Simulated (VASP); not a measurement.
# HfN (P1) in VASP: relaxation of cell and atoms with PBEsol

Aim: the relaxation of cell and atoms of HfN with PBEsol.

Everything below comes from runs of VASP 6.6.1. Logs are shortened: lines on timing, memory, paths and dates and some standing lists are left out, and cuts for length are marked.

## 1. The cell of the first run

The typed cell holds 2 atoms: a = 3.183 Å, b = 3.183 Å, c = 3.183 Å, α = 60.00°, β = 60.00°, γ = 60.00°.

## 2. Relaxation of cell and atoms, PBEsol

File INCAR:

```
SYSTEM = HfN
PREC = Accurate
ENCUT = 600
EDIFF = 1E-6
ISMEAR = 0
SIGMA = 0.15
LREAL = .False.
LASPH = .True.
NELM = 80
ALGO = Normal
ISIF = 3
LWAVE = .False.
LCHARG = .False.
GGA = PS
IBRION = 2
NSW = 100
EDIFFG = -0.01
```

File KPOINTS:

```
Automatic mesh
0
Gamma
  14 14 14
  0 0 0
```

File POSCAR:

```
HfN
1.0
    0.0000000000      2.2507757578      2.2507757578
    2.2507757578      0.0000000000      2.2507757578
    2.2507757578      2.2507757578      0.0000000000
Hf N
1 1
Direct
   -0.0322649315      0.0854689739     -0.0158362982
    0.5322649315      0.4145310261      0.5158362982
```

Potentials or basis: VASP PAW PBE potentials, release 64 (Hf_pv, N).

Started as:

```console
$ cat potpaw_PBE.64/Hf_pv/POTCAR potpaw_PBE.64/N/POTCAR > POTCAR
$ mpirun -np 1 vasp_std > vasp.out
```

OUTCAR:

```text
SYSTEM = HfN
   PREC = Accurate
   ENCUT = 600
   EDIFF = 1E-6
   ISMEAR = 0
   LREAL = .False.
   LASPH = .True.
   NELM = 80
   ISIF = 3
   GGA = PS
   IBRION = 2
   NSW = 100
   EDIFFG = -0.01

 ion  position               nearest neighbor table
   1  0.968  0.085  0.984-   2 1.96   2 2.05   2 2.07   2 2.50   2 2.52   2 2.58
   2  0.532  0.415  0.516-   1 1.96   1 2.05   1 2.07   1 2.50   1 2.52   1 2.58

  LATTYP: Found a face centered cubic cell.
 ALAT       =     4.5015515156

  Lattice vectors:

 A1 = (   0.0000000000,   2.2507757578,   2.2507757578)
 A2 = (   2.2507757578,   0.0000000000,   2.2507757578)
 A3 = (   2.2507757578,   2.2507757578,   0.0000000000)

Analysis of symmetry for initial positions (statically):
=====================================================================
 Subroutine PRICEL returns:
 Original cell was already a primitive cell.

 Routine SETGRP: Setting up the symmetry group for a
 face centered cubic supercell.

 Subroutine GETGRP returns: Found  1 space group operations
 (whereof  1 operations were pure point group operations)
 out of a pool of 48 trial point group operations.

The static configuration has the point symmetry C_1 .

Analysis of symmetry for dynamics (positions and initial velocities):
=====================================================================
 Subroutine PRICEL returns:
 Original cell was already a primitive cell.

 Routine SETGRP: Setting up the symmetry group for a
 face centered cubic supercell.

 Subroutine GETGRP returns: Found  1 space group operations
 (whereof  1 operations were pure point group operations)
 out of a pool of 48 trial point group operations.

The dynamic configuration has the point symmetry C_1 .

 Subroutine INISYM returns: Found  1 space group operations
 (whereof  1 operations are pure point group operations),
 and found     1 'primitive' translations

----------------------------------------------------------------------------------------

                                     Primitive cell

  volume of cell :      22.8048

  direct lattice vectors                    reciprocal lattice vectors
     0.000000000  2.250775758  2.250775758    -0.222145631  0.222145631  0.222145631
     2.250775758  0.000000000  2.250775758     0.222145631 -0.222145631  0.222145631
     2.250775758  2.250775758  0.000000000     0.222145631  0.222145631 -0.222145631

  length of vectors
     3.183077603  3.183077603  3.183077603     0.384767519  0.384767519  0.384767519

  position of ions in fractional coordinates (direct lattice)
     0.967735068  0.085468974  0.984163702
     0.532264932  0.414531026  0.515836298

  ion indices of the primitive-cell ions
   primitive index   ion index
                 1           1
                 2           2

----------------------------------------------------------------------------------------

 KPOINTS: Automatic mesh

Automatic generation of k-mesh.
 Grid dimensions read from file:
 generate k-points for:   14   14   14

 Generating k-lattice:

  Cartesian coordinates                     Fractional coordinates (reciprocal lattice)
    -0.015867545  0.015867545  0.015867545     0.071428571  0.000000000  0.000000000
     0.015867545 -0.015867545  0.015867545     0.000000000  0.071428571  0.000000000
     0.015867545  0.015867545 -0.015867545     0.000000000  0.000000000  0.071428571

  Length of vectors
     0.027483394  0.027483394  0.027483394

  Shift w.r.t. Gamma in fractional coordinates (k-lattice)
     0.000000000  0.000000000  0.000000000

 Subroutine IBZKPT returns following result:
 ===========================================

 Found   1376 irreducible k-points:

 Following reciprocal coordinates:
            Coordinates               Weight
  0.000000  0.000000  0.000000      1.000000
  0.071429  0.000000  0.000000      2.000000
  0.000000  0.071429  0.000000      2.000000
  0.000000  0.000000  0.071429      2.000000
  0.071429  0.071429  0.071429      2.000000
  0.142857  0.000000  0.000000      2.000000
[... 16 lines left out ...]
  0.000000  0.428571  0.000000      2.000000
  0.000000  0.000000  0.428571      2.000000
 [... further k-points ...]
   k-points           NKPTS =   1376   k-points in BZ     NKDIM =   1376   number of bands    NBANDS=     11
   number of dos      NEDOS =    301   number of ions     NIONS =      2
   total plane-waves  NPLWV =  21952
   dimension x,y,z NGX =    28 NGY =   28 NGZ =   28
   dimension x,y,z NGXF=    56 NGYF=   56 NGZF=   56
   ions per type =               1   1
   NGX,Y,Z   is equivalent  to a cutoff of  14.62, 14.62, 14.62 a.u.
   NGXF,Y,Z  is equivalent  to a cutoff of  29.25, 29.25, 29.25 a.u.
 SYSTEM =  HfN
   PREC   = accura    normal or accurate (medium, high low for compatibility)
   ISTART =      0    job   : 0-new  1-cont  2-samecut
   ICHARG =      2    charge: 1-file 2-atom 10-const
   ISPIN  =      1    spin polarized calculation?
   LNONCOLLINEAR =      F non collinear calculations
   LSORBIT =      F    spin-orbit coupling
   LASPH  =      T    aspherical Exc in radial PAW
   ENCUT  =  600.0 eV  44.10 Ry    6.64 a.u.   6.36  6.36  6.36*2*pi/ulx,y,z
   NELM   =     80;   NELMIN=  2; NELMDL= -5     # of ELM steps
   EDIFF  = 0.1E-05   stopping-criterion for ELM
   LREAL  =      F    real-space projection
   EDIFFG = -.1E-01   stopping-criterion for IOM
   NSW    =    100    number of steps for IOM
   IBRION =      2    ionic relax: 0-MD 1-quasi-New 2-CG
   NFREE  =      1    steps in history (QN), initial steepest desc. (CG)
   ISIF   =      3    stress and relaxation
   ISYM   =      2    0-nonsym 1-usesym 2-fastsym
   POTIM  = 0.5000    time-step for ionic-motion
   TEBEG  =    0.0;   TEEND  =   0.0 temperature during run
   PSTRESS=    0.0 pullay stress
   NELECT =      15.0000    total number of electrons
   NUPDOWN=      -1.0000    fix difference up-down
   EMIN   =  10.00;   EMAX   =-10.00  energy-range for DOS
   EFERMI =   0.00;   METHOD = LEGACY
   ISMEAR =     0;   SIGMA  =   0.15  broadening in eV -4-tet -1-fermi 0-gaus
   EFERMI_NEDOS =   21; number of points for ismear=-14 and -15
   IALGO  =     38    algorithm
   IMIX   =      4    mixing-type and parameters
     AMIX     =   0.40;   BMIX     =  1.00
     AMIX_MAG =   1.60;   BMIX_MAG =  1.00
  volume/ion in A,a.u.               =      11.40        76.95
  Fermi-wavevector in a.u.,A,eV,Ry     =   1.423737  2.690472 27.579367  2.027026
  Thomas-Fermi vector in A             =   2.544302
   LORBIT       =      0    0 simple, 1 ext, 2 COOP (PROOUT), +10 PAW based schemes
   GGA     = PS    functional components
   LHFCALC =     F    Hartree Fock is set to
   AEXX    =    0.0000 exact exchange contribution
   IVDW    =     0    specifies the selected vdW correction
   LEPSILON=     F    determine dielectric tensor
   LRPA    =     F    only Hartree local field effects (RPA)
 conjugate gradient relaxation of ions
 non-spin polarized calculation
 Gauss-broadening in eV      SIGMA  =   0.15
  energy-cutoff  :      600.00
  volume of cell :       22.80
 maximum number of plane-waves:       778
 NGX is ok and might be reduce to    28
   NGX = 13   NGY = 13   NGZ = 13

--------------------------------------- Ionic step        1  -------------------------------------------

 number of electron      15.0000001 magnetization

 Free energy of the ion-electron system (eV)
  ---------------------------------------------------
  ext. energy  EPLUGINS =         0.00000000
  ---------------------------------------------------
  free energy    TOTEN  =       -21.83701834 eV

  energy without entropy =      -21.82785505  energy(sigma->0) =      -21.83243670

------------------------ aborting loop because EDIFF is reached ----------------------------------------

  FORCE on cell =-STRESS in cart. coord.  units (eV):
  Direction    XX          YY          ZZ          XY          YZ          ZX
  --------------------------------------------------------------------------------------
  -------------------------------------------------------------------------------------
  Total        5.1043167      2.2429652      2.7772448      0.6163510      0.3346011     -0.7551518
  in kB      358.6092739    157.5819350    195.1183252     43.3024039     23.5077611    -53.0540070
  external PRESSURE =     237.1031780 kB  Pullay stress =       0.0000000 kB
[... 89 lines left out ...]
  FREE ENERGIE OF THE ION-ELECTRON SYSTEM (eV)
  ---------------------------------------------------
  free  energy   TOTEN  =       -22.5291106434 eV

  energy  without entropy=      -22.5217353016  energy(sigma->0) =      -22.52542297

[... ionic steps 4 to 12 ...]

--------------------------------------- Ionic step       13  -------------------------------------------

 number of electron      15.0000002 magnetization

------------------------ aborting loop because EDIFF is reached ----------------------------------------

  FORCE on cell =-STRESS in cart. coord.  units (eV):
  Direction    XX          YY          ZZ          XY          YZ          ZX
  --------------------------------------------------------------------------------------
  -------------------------------------------------------------------------------------
  Total        0.0228017     -0.0257171     -0.0265173     -0.0118398     -0.0065261      0.0144680
  in kB        1.6141051     -1.8204879     -1.8771331     -0.8381293     -0.4619744      1.0241710
  external PRESSURE =      -0.6945053 kB  Pullay stress =       0.0000000 kB
[... 57 lines left out ...]
  energy  without entropy=      -22.9878169727  energy(sigma->0) =      -22.99204069

--------------------------------------- Ionic step       15  -------------------------------------------

 number of electron      15.0000002 magnetization

 Free energy of the ion-electron system (eV)
  ---------------------------------------------------
  ext. energy  EPLUGINS =         0.00000000
  ---------------------------------------------------
  free energy    TOTEN  =       -22.99628044 eV

  energy without entropy =      -22.98783022  energy(sigma->0) =      -22.99205533

 E-fermi :   8.3565     XC(G=0): -12.9909

 val. band max:        8.3339303972   @ k =   0.0000   0.2143   0.5000
 cond. band min:       8.3735694028   @ k =   0.0000   0.0000   0.1429
 fundamental gap:      0.0396390056
 Fermi energy:         8.3565392166

 k-point     1 :       0.0000    0.0000    0.0000
  band No.  band energies     occupation
      1     -22.6228      2.00000
      2     -22.6227      2.00000
      3     -22.6225      2.00000
      4      -9.1847      2.00000
      5       5.3587      2.00000
      6       5.3596      2.00000
      7       5.3601      2.00000
      8       7.9800      1.99961
      9       7.9820      1.99959
     10       7.9837      1.99956
     11      10.3546      0.00000
[... 309 lines left out ...]
 k-point    24 :       0.0000    0.0000    0.4286
  band No.  band energies     occupation
      1     -23.6138      2.00000
      2     -22.7108      2.00000
      3     -22.7105      2.00000
      4      -6.4843      2.00000
      5      -0.3916      2.00000
      6       2.1960      2.00000
      7       2.1972      2.00000
      8      10.9980      0.00000
      9      11.8510      0.00000
     10      11.8542      0.00000
     11      13.4999      0.00000

 [... further k-points ...]

------------------------ aborting loop because EDIFF is reached ----------------------------------------

  FORCE on cell =-STRESS in cart. coord.  units (eV):
  Direction    XX          YY          ZZ          XY          YZ          ZX
  --------------------------------------------------------------------------------------
  -------------------------------------------------------------------------------------
  Total       -0.0190137     -0.0059332     -0.0045938     -0.0018985     -0.0011189      0.0023351
  in kB       -1.3459823     -0.4200147     -0.3251969     -0.1343959     -0.0792053      0.1653045
  external PRESSURE =      -0.6970647 kB  Pullay stress =       0.0000000 kB
[... 17 lines left out ...]
  FREE ENERGIE OF THE ION-ELECTRON SYSTEM (eV)
  ---------------------------------------------------
  free  energy   TOTEN  =       -22.9962804439 eV

  energy  without entropy=      -22.9878302243  energy(sigma->0) =      -22.99205533

 reached required accuracy - stopping structural energy minimisation
```

Wall time 51 min (1 thread of Intel Xeon Platinum 8259CL at 2.50GHz (Skylake/Cascade Lake), shared host); peak memory 0.67 GiB.

Results:

```
Free energy                           : -22.9963 eV
Relaxed volume                        : 11.32 Å³/atom
Relaxed cell                          : a = 3.175 Å, b = 3.175 Å, c = 3.175 Å, α = 59.99°, β = 60.00°, γ = 60.00°
Space group after relaxing (to 0.1 Å) : Fm-3m (No. 225)
Energy gained by relaxing             : 579.6 meV/atom
Ionic steps                           : 15
Pressure after relaxing               : -0.1 GPa
Band gap on the k mesh                : zero (an odd number of electrons rules out a gap without spin polarisation)
```

The path:
```tsv
step	energy change (eV)	largest force (eV/Å)	pressure (GPa)	volume (Å³)
1	0.0000	4.8662	23.71	22.80
2	-0.1327	0.1308	-39.95	28.79
3	-0.6921	1.6390	-21.86	25.51
4	-1.0851	1.0616	6.51	22.25
5	-1.1317	0.1922	-3.35	22.94
6	-1.1520	0.1699	3.13	22.40
7	-1.1574	0.0917	0.88	22.56
8	-1.1589	0.0186	-0.89	22.70
9	-1.1589	0.0221	-0.72	22.69
10	-1.1592	0.0255	0.39	22.60
11	-1.1592	0.0158	0.09	22.62
12	-1.1592	0.0154	0.10	22.62
13	-1.1592	0.0126	-0.07	22.63
14	-1.1592	0.0150	0.06	22.62
15	-1.1593	0.0015	-0.07	22.63
```

Final structure:
```
Hf N
1.0
    -0.00003    2.24508    2.24501
     2.24538    0.00039    2.24464
     2.24529    2.24530   -0.00027
Hf N
1 1
Direct
  0.99999 0.00000 0.00003
  0.50001 0.50000 0.49997
```

Caveat: the PAW data sets were made with another functional, which shifts forces and pressure a little; spin-orbit coupling is left out, which moves the levels of the heavy elements.
